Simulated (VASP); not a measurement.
# BaTiO3 in VASP: further runs

BaTiO3 is run at these levels: r2SCAN; tasks: single point.

Program: VASP 6.6.1. These are calculated values, not measurements. Logs are shortened: lines on timing, memory, paths and dates and some standing lists are left out, and cuts for length are marked.

## (1) The cell of the first run

It takes space group P4mm (No. 99, tetragonal). The conventional cell has a = 4.000 Å, b = 4.000 Å, c = 4.018 Å, α = 90.00°, β = 90.00°, γ = 90.00°. Within 3.7 Å of Ba (site symmetry 4mm) lie 12 O at 2.79 to 2.88 Å and 8 Ti at 3.45 to 3.49 Å. Within 2.5 Å of Ti (site symmetry 4mm) lie 6 O at 1.89 to 2.13 Å. O (site symmetry 4mm) has 2 Ti at 1.89 to 2.13 Å within 2.5 Å. O (site symmetry 2mm) has 2 Ti at 2.00 Å within 2.7 Å.

## (2) Single point, r2SCAN

POSCAR reads:

```
BaTiO3
1.0
    3.9998000000      0.0000000000      0.0000000000
    0.0000000000      3.9998000000      0.0000000000
    0.0000000000      0.0000000000      4.0180000000
Ba Ti O
1 1 3
Direct
    0.0000000000      0.0000000000      0.0000000000
    0.5000000000      0.5000000000      0.4900000000
    0.5000000000      0.5000000000      0.0190000000
    0.5000000000      0.0000000000      0.5170000000
    0.0000000000      0.5000000000      0.5170000000
```

INCAR.step1 reads:

```
SYSTEM = BaTiO3
  PREC = Accurate
  ENCUT = 520
  ISMEAR = 0
  SIGMA = 0.01
  LREAL = .FALSE.
  LASPH = .TRUE.
  NELM = 60
  NBANDS = 28
  GGA = PE
  ALGO = Normal
  EDIFF = 1E-4
  LWAVE = .TRUE.
  LCHARG = .FALSE.
```

INCAR.step2 reads:

```
SYSTEM = BaTiO3
  PREC = Accurate
  ENCUT = 520
  EDIFF = 1E-6
  ISMEAR = 0
  SIGMA = 0.01
  LREAL = .FALSE.
  LASPH = .TRUE.
  NELM = 60
  ALGO = Normal
  ISIF = 2
  LWAVE = .FALSE.
  LCHARG = .FALSE.
  METAGGA = R2SCAN
  LMIXTAU = .TRUE.
  NBANDS = 28
  ISTART = 1
```

KPOINTS reads:

```
Automatic mesh
0
G
  4 4 4
  0 0 0
```

Potentials or basis: VASP PAW PBE potentials, release 64 (Ba_sv, Ti_sv, O).

The run is started by

```console
cat potpaw_PBE.64/Ba_sv/POTCAR potpaw_PBE.64/Ti_sv/POTCAR potpaw_PBE.64/O/POTCAR > POTCAR
cp INCAR.step1 INCAR
mpirun -np 1 vasp_std > vasp.out
cp INCAR.step2 INCAR
mpirun -np 1 vasp_std > vasp.out
```

OUTCAR:

```text
SYSTEM = BaTiO3
   PREC = Accurate
   ENCUT = 520
   EDIFF = 1E-6
   ISMEAR = 0
   LREAL = .FALSE.
   LASPH = .TRUE.
   NELM = 60
   ISIF = 2
   METAGGA = R2SCAN
   ISTART = 1

 ion  position               nearest neighbor table
   1  0.000  0.000  0.000-   4 2.79   5 2.79   5 2.79   4 2.79   3 2.83   3 2.83   3 2.83   3 2.83
                             4 2.88   5 2.88   5 2.88   4 2.88   2 3.45   2 3.45   2 3.45   2 3.45
   2  0.500  0.500  0.490-   3 1.89   4 2.00   5 2.00   4 2.00   5 2.00   3 2.13   1 3.45   1 3.45
                             1 3.45   1 3.45   1 3.49   1 3.49   1 3.49   1 3.49
   3  0.500  0.500  0.019-   2 1.89   2 2.13   1 2.83   1 2.83   1 2.83   1 2.83
   4  0.500  0.000  0.517-   2 2.00   2 2.00   1 2.79   1 2.79   1 2.88   1 2.88
   5  0.000  0.500  0.517-   2 2.00   2 2.00   1 2.79   1 2.79   1 2.88   1 2.88

  LATTYP: Found a simple tetragonal cell.
 ALAT       =     3.9998000000
 C/A-ratio  =     1.0045502275

  Lattice vectors:

 A1 = (   3.9998000000,   0.0000000000,   0.0000000000)
 A2 = (   0.0000000000,   3.9998000000,   0.0000000000)
 A3 = (   0.0000000000,   0.0000000000,   4.0180000000)

Analysis of symmetry for initial positions (statically):
=====================================================================
 Subroutine PRICEL returns:
 Original cell was already a primitive cell.

 Routine SETGRP: Setting up the symmetry group for a
 simple tetragonal supercell.

 Subroutine GETGRP returns: Found  8 space group operations
 (whereof  8 operations were pure point group operations)
 out of a pool of 16 trial point group operations.

The static configuration has the point symmetry C_4v.

Analysis of symmetry for dynamics (positions and initial velocities):
=====================================================================
 Subroutine PRICEL returns:
 Original cell was already a primitive cell.

 Routine SETGRP: Setting up the symmetry group for a
 simple tetragonal supercell.

 Subroutine GETGRP returns: Found  8 space group operations
 (whereof  8 operations were pure point group operations)
 out of a pool of 16 trial point group operations.

The dynamic configuration has the point symmetry C_4v.

 Subroutine INISYM returns: Found  8 space group operations
 (whereof  8 operations are pure point group operations),
 and found     1 'primitive' translations

----------------------------------------------------------------------------------------

                                     Primitive cell

  volume of cell :      64.2816

  direct lattice vectors                    reciprocal lattice vectors
     3.999800000  0.000000000  0.000000000     0.250012501  0.000000000  0.000000000
     0.000000000  3.999800000  0.000000000     0.000000000  0.250012501  0.000000000
     0.000000000  0.000000000  4.018000000     0.000000000  0.000000000  0.248880040

  length of vectors
     3.999800000  3.999800000  4.018000000     0.250012501  0.250012501  0.248880040

  position of ions in fractional coordinates (direct lattice)
     0.000000000  0.000000000  0.000000000
     0.500000000  0.500000000  0.490000000
     0.500000000  0.500000000  0.019000000
     0.500000000  0.000000000  0.517000000
     0.000000000  0.500000000  0.517000000

  ion indices of the primitive-cell ions
   primitive index   ion index
                 1           1
                 2           2
                 3           3
                 4           4
                 5           5

----------------------------------------------------------------------------------------

 KPOINTS: Automatic mesh

Automatic generation of k-mesh.
 Grid dimensions read from file:
 generate k-points for:    4    4    4

 Generating k-lattice:

  Cartesian coordinates                     Fractional coordinates (reciprocal lattice)
     0.062503125  0.000000000  0.000000000     0.250000000  0.000000000  0.000000000
     0.000000000  0.062503125  0.000000000     0.000000000  0.250000000  0.000000000
     0.000000000  0.000000000  0.062220010     0.000000000  0.000000000  0.250000000

  Length of vectors
     0.062503125  0.062503125  0.062220010

  Shift w.r.t. Gamma in fractional coordinates (k-lattice)
     0.000000000  0.000000000  0.000000000

 Subroutine IBZKPT returns following result:
 ===========================================

 Found     18 irreducible k-points:

 Following reciprocal coordinates:
            Coordinates               Weight
  0.000000  0.000000  0.000000      1.000000
  0.250000  0.000000  0.000000      4.000000
  0.500000  0.000000  0.000000      2.000000
  0.250000  0.250000  0.000000      4.000000
  0.500000  0.250000  0.000000      4.000000
  0.500000  0.500000  0.000000      1.000000
[... 10 lines left out ...]
  0.500000  0.250000  0.500000      4.000000
  0.500000  0.500000  0.500000      1.000000
   k-points           NKPTS =     18   k-points in BZ     NKDIM =     18   number of bands    NBANDS=     28
   number of dos      NEDOS =    301   number of ions     NIONS =      5
   total plane-waves  NPLWV =  27000
   dimension x,y,z NGX =    30 NGY =   30 NGZ =   30
   dimension x,y,z NGXF=    60 NGYF=   60 NGZF=   60
   ions per type =               1   1   3
   NGX,Y,Z   is equivalent  to a cutoff of  12.47, 12.47, 12.41 a.u.
   NGXF,Y,Z  is equivalent  to a cutoff of  24.94, 24.94, 24.83 a.u.
 SYSTEM =  BaTiO3
   PREC   = accura    normal or accurate (medium, high low for compatibility)
   ISTART =      1    job   : 0-new  1-cont  2-samecut
   ICHARG =      0    charge: 1-file 2-atom 10-const
   ISPIN  =      1    spin polarized calculation?
   LNONCOLLINEAR =      F non collinear calculations
   LSORBIT =      F    spin-orbit coupling
   LASPH  =      T    aspherical Exc in radial PAW
   ENCUT  =  520.0 eV  38.22 Ry    6.18 a.u.   7.44  7.44  7.47*2*pi/ulx,y,z
   NELM   =     60;   NELMIN=  2; NELMDL=  0     # of ELM steps
   EDIFF  = 0.1E-05   stopping-criterion for ELM
   LREAL  =      F    real-space projection
   EDIFFG = 0.1E-04   stopping-criterion for IOM
   NSW    =      0    number of steps for IOM
   IBRION =     -1    ionic relax: 0-MD 1-quasi-New 2-CG
   NFREE  =      0    steps in history (QN), initial steepest desc. (CG)
   ISIF   =      2    stress and relaxation
   ISYM   =      2    0-nonsym 1-usesym 2-fastsym
   POTIM  = 0.5000    time-step for ionic-motion
   TEBEG  =    0.0;   TEEND  =   0.0 temperature during run
   PSTRESS=    0.0 pullay stress
   NELECT =      40.0000    total number of electrons
   NUPDOWN=      -1.0000    fix difference up-down
   EMIN   =  10.00;   EMAX   =-10.00  energy-range for DOS
   EFERMI =   0.00;   METHOD = LEGACY
   ISMEAR =     0;   SIGMA  =   0.01  broadening in eV -4-tet -1-fermi 0-gaus
   EFERMI_NEDOS =   21; number of points for ismear=-14 and -15
   IALGO  =     38    algorithm
   IMIX   =      4    mixing-type and parameters
     AMIX     =   0.40;   BMIX     =  1.00
     AMIX_MAG =   1.60;   BMIX_MAG =  1.00
  volume/ion in A,a.u.               =      12.86        86.76
  Fermi-wavevector in a.u.,A,eV,Ry     =   1.397653  2.641181 26.578078  1.953434
  Thomas-Fermi vector in A             =   2.520888
   LORBIT       =      0    0 simple, 1 ext, 2 COOP (PROOUT), +10 PAW based schemes
   METAGGA = R2SCAN    functional components
   LHFCALC =     F    Hartree Fock is set to
   AEXX    =    0.0000 exact exchange contribution
   IVDW    =     0    specifies the selected vdW correction
   LEPSILON=     F    determine dielectric tensor
   LRPA    =     F    only Hartree local field effects (RPA)
 non-spin polarized calculation
 Gauss-broadening in eV      SIGMA  =   0.01
  energy-cutoff  :      520.00
  volume of cell :       64.28
 maximum number of plane-waves:      1755
 NGX is ok and might be reduce to    30
   NGX = 15   NGY = 15   NGZ = 15

 number of electron      39.9999977 magnetization

 Free energy of the ion-electron system (eV)
  ---------------------------------------------------
  ext. energy  EPLUGINS =         0.00000000
  ---------------------------------------------------
  free energy    TOTEN  =       -74.23472690 eV

  energy without entropy =      -74.23472690  energy(sigma->0) =      -74.23472690

 E-fermi :   3.6676     XC(G=0): -11.9006

 val. band max:        3.5482984205   @ k =   0.5000   0.5000   0.5000
 cond. band min:       5.7023609940   @ k =   0.0000   0.0000   0.0000
 fundamental gap:      2.1540625736
 Fermi energy:         3.6675571494

 k-point     1 :       0.0000    0.0000    0.0000
  band No.  band energies     occupation
      1     -55.3068      2.00000
      2     -30.4945      2.00000
      3     -30.4631      2.00000
      4     -30.4631      2.00000
      5     -21.9728      2.00000
      6     -14.3439      2.00000
[... 20 lines left out ...]
     27       9.1437      0.00000
     28      11.7643      0.00000

 k-point     2 :       0.2500    0.0000    0.0000
  band No.  band energies     occupation
      1     -55.3062      2.00000
      2     -30.4938      2.00000
      3     -30.4919      2.00000
      4     -30.4621      2.00000
      5     -21.9090      2.00000
      6     -14.4246      2.00000
[... 20 lines left out ...]
     27      10.2493      0.00000
     28      12.5466      0.00000

 k-point     3 :       0.5000    0.0000    0.0000
  band No.  band energies     occupation
      1     -55.3056      2.00000
      2     -30.5211      2.00000
      3     -30.4924      2.00000
      4     -30.4611      2.00000
      5     -21.8432      2.00000
      6     -14.5807      2.00000
[... 20 lines left out ...]
     27      11.7509      0.00000
     28      12.4005      0.00000

 k-point     4 :       0.2500    0.2500    0.0000
  band No.  band energies     occupation
      1     -55.3057      2.00000
      2     -30.4931      2.00000
      3     -30.4907      2.00000
      4     -30.4905      2.00000
      5     -21.8565      2.00000
      6     -14.3345      2.00000
[... 392 lines left out ...]
     27      12.3667      0.00000
     28      12.5273      0.00000

 k-point    17 :       0.5000    0.2500    0.5000
  band No.  band energies     occupation
      1     -55.3040      2.00000
      2     -30.5455      2.00000
      3     -30.5167      2.00000
      4     -30.4875      2.00000
      5     -21.7312      2.00000
      6     -13.7382      2.00000
[... 20 lines left out ...]
     27      12.2652      0.00000
     28      12.3961      0.00000

 k-point    18 :       0.5000    0.5000    0.5000
  band No.  band energies     occupation
      1     -55.3035      2.00000
      2     -30.5442      2.00000
      3     -30.5155      2.00000
      4     -30.5155      2.00000
      5     -21.6967      2.00000
      6     -13.5380      2.00000
[... 20 lines left out ...]
     27      11.5856      0.00000
     28      11.8101      0.00000

------------------------ aborting loop because EDIFF is reached ----------------------------------------

  FORCE on cell =-STRESS in cart. coord.  units (eV):
  Direction    XX          YY          ZZ          XY          YZ          ZX
  --------------------------------------------------------------------------------------
  -------------------------------------------------------------------------------------
  Total        0.3427239      0.3427239      0.7464727      0.0000000     -0.0000000      0.0000000
  in kB        8.5421745      8.5421745     18.6053590      0.0000000     -0.0000000      0.0000000
  external PRESSURE =      11.8965693 kB  Pullay stress =       0.0000000 kB

 VOLUME and BASIS-vectors are now :
 -----------------------------------------------------------------------------
  energy-cutoff  :      520.00
  volume of cell :       64.28
      direct lattice vectors                 reciprocal lattice vectors
     3.999800000  0.000000000  0.000000000     0.250012501  0.000000000  0.000000000
     0.000000000  3.999800000  0.000000000     0.000000000  0.250012501  0.000000000
     0.000000000  0.000000000  4.018000000     0.000000000  0.000000000  0.248880040

 POSITION                                       TOTAL-FORCE (eV/Angst)
 -----------------------------------------------------------------------------------
      0.00000      0.00000      0.00000         0.000000      0.000000      0.083754
      1.99990      1.99990      1.96882         0.000000     -0.000000     -0.154928
      1.99990      1.99990      0.07634         0.000000      0.000000      0.329380
      1.99990      0.00000      2.07731         0.000000     -0.000000     -0.129103
      0.00000      1.99990      2.07731         0.000000      0.000000     -0.129103
 -----------------------------------------------------------------------------------
    total drift:                                0.000000      0.000000     -0.001558

  FREE ENERGIE OF THE ION-ELECTRON SYSTEM (eV)
  ---------------------------------------------------
  free  energy   TOTEN  =       -74.2347269021 eV

  energy  without entropy=      -74.2347269021  energy(sigma->0) =      -74.23472690
```

Wall time 2 min (1 thread of Intel Xeon Platinum 8488C (Sapphire Rapids), shared host); peak memory 0.19 GiB.

What came out:

* Free energy: -74.2347 eV
* Pressure: 1.2 GPa
* Largest force: 0.329 eV/Å
* Band gap on the k mesh: 2.15 eV, indirect (least direct gap 2.45 eV)

Forces in eV/Å, atoms in the order of the input:
```
Ba   0.000  0.000  0.084
Ti   0.000  0.000 -0.155
O    0.000  0.000  0.329
O    0.000  0.000 -0.129
O    0.000  0.000 -0.129
```

Levels at points of the mesh, in eV from the valence-band top:
```csv
k point,band 18,band 19,band 20,band 21,band 22,band 23
"(0.00, 0.00, 0.00)",-0.32,-0.30,-0.30,2.15,2.36,2.36
"(0.50, 0.00, 0.00)",-1.73,-0.97,-0.88,2.49,3.84,3.88
"(0.50, 0.50, 0.00)",-0.99,-0.99,-0.09,3.89,3.89,4.31
"(0.00, 0.00, 0.50)",-1.95,-0.74,-0.74,2.30,3.91,3.91
"(0.50, 0.00, 0.50)",-0.92,-0.91,-0.17,3.87,3.92,4.29
"(0.50, 0.50, 0.50)",-0.09,-0.09,0.00,4.53,4.53,4.54
```

Caveat: the PAW data sets were made with another functional, which shifts forces and pressure a little; spin-orbit coupling is left out, which moves the levels of the heavy elements. A k mesh can miss the band edges.

## (3) Single point, r2SCAN

Edit POSCAR of step 2 so:

```diff
@@ -2,4 +2,4 @@
 1.0
-    3.9998000000      0.0000000000      0.0000000000
-    0.0000000000      3.9998000000      0.0000000000
+    3.9998000000     -0.0399980000      0.0000000000
+   -0.0399980000      3.9998000000      0.0000000000
     0.0000000000      0.0000000000      4.0180000000
```

INCAR.step1 reads:

```
SYSTEM = BaTiO3
ALGO = Normal
EDIFF = 1E-4
ENCUT = 520
GGA = PE
ISMEAR = 0
LASPH = .TRUE.
LCHARG = .FALSE.
LREAL = .FALSE.
LWAVE = .TRUE.
NBANDS = 28
NELM = 100
PREC = Accurate
SIGMA = 0.01
```

INCAR.step2 reads:

```
SYSTEM = BaTiO3
ALGO = Normal
EDIFF = 1E-7
ENCUT = 520
ISIF = 2
ISMEAR = 0
ISTART = 1
LASPH = .TRUE.
LCHARG = .FALSE.
LMIXTAU = .TRUE.
LREAL = .FALSE.
LWAVE = .FALSE.
METAGGA = R2SCAN
NBANDS = 28
NELM = 100
PREC = Accurate
SIGMA = 0.01
```

KPOINTS reads:

```
k-points
0
G
  4 4 4
  0 0 0
```

Potentials or basis: VASP PAW PBE potentials, release 64 (Ba_sv, Ti_sv, O).

The run is started by

```console
cat potpaw_PBE.64/Ba_sv/POTCAR potpaw_PBE.64/Ti_sv/POTCAR potpaw_PBE.64/O/POTCAR > POTCAR
cp INCAR.step1 INCAR
mpirun -np 1 vasp_std > vasp.out
cp INCAR.step2 INCAR
mpirun -np 1 vasp_std > vasp.out
```

Run time: 2.9 min. Hardware: 1 thread of Intel Xeon Platinum 8488C (Sapphire Rapids), shared host; peak memory 0.19 GiB.

It converged, with:

| Item | Value |
| --- | --- |
| Free energy | -74.2238 eV |
| Pressure | 1.2 GPa |
| Largest force | 0.330 eV/Å |
| Band gap on the k mesh | 2.14 eV, indirect (least direct gap 2.37 eV) |

Forces in eV/Å, atoms in the order of the input:
```
Ba   0.000  0.000  0.083
Ti   0.000  0.000 -0.155
O    0.000  0.000  0.330
O    0.000  0.000 -0.129
O    0.000  0.000 -0.129
```

Stress tensor (GPa, compression positive):
```
0.92 2.70 0.00
2.70 0.92 0.00
0.00 0.00 1.89
```

Levels at points of the mesh, in eV from the valence-band top:
```
           k point  band 16  band 17  band 18  band 19  band 20  band 21  band 22  band 23  band 24  band 25
(0.00, 0.00, 0.00)    -1.24    -1.18    -0.37    -0.33    -0.23     2.14     2.32     2.38     4.22     4.32
(0.50, 0.00, 0.00)    -1.95    -1.84    -1.74    -0.98    -0.89     2.48     3.84     3.87     4.29     6.22
(0.50, 0.50, 0.00)    -2.69    -1.84    -1.03    -0.96    -0.09     3.86     3.90     4.30     5.01     8.03
(0.00, 0.00, 0.50)    -1.96    -1.96    -1.90    -0.84    -0.65     2.30     3.88     3.92     4.22     6.36
(0.50, 0.00, 0.50)    -2.68    -1.79    -0.93    -0.91    -0.18     3.86     3.91     4.29     5.12     8.02
(0.50, 0.50, 0.50)    -2.44    -2.42    -0.11    -0.08     0.00     4.50     4.53     4.55     7.17     7.30
```

Caveat: the PAW data sets were made with another functional, which shifts forces and pressure a little; spin-orbit coupling is left out, which moves the levels of the heavy elements. r2SCAN opens gaps a little over a GGA but as a rule still falls short of measured ones.
